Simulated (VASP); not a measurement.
N:

```
N
1.0
     2.51947    0.00000    0.00000
    -1.25974    2.18193    0.00000
     0.00000    0.00000    2.44600
N
2
Direct
  0.33333 0.66667 0.75000
  0.66667 0.33333 0.25000
```

Base run:

* Program: VASP 6.6.1
* Functional: PBEsol
* Potentials or basis: VASP PAW PBE potentials, release 64 (N)
* Cutoff: 520 eV
* k mesh: 14 × 14 × 12
* Occupations: gaussian, width 0.1 eV
* Spin: no spin polarisation

Its results: band gap on the k mesh zero (bands 5 and 6 overlap by 4.95 eV); pressure -0.6 GPa.

**Question.** The run is repeated on the same cell with these changes: k mesh from 14 × 14 × 12 to 11 × 11 × 10. What comes out?

**Answer.** Band gap on the k mesh zero (bands 5 and 6 overlap by 4.69 eV); pressure 0.4 GPa.

Caveats: the PAW data sets were made with another functional, which shifts forces and pressure a little.
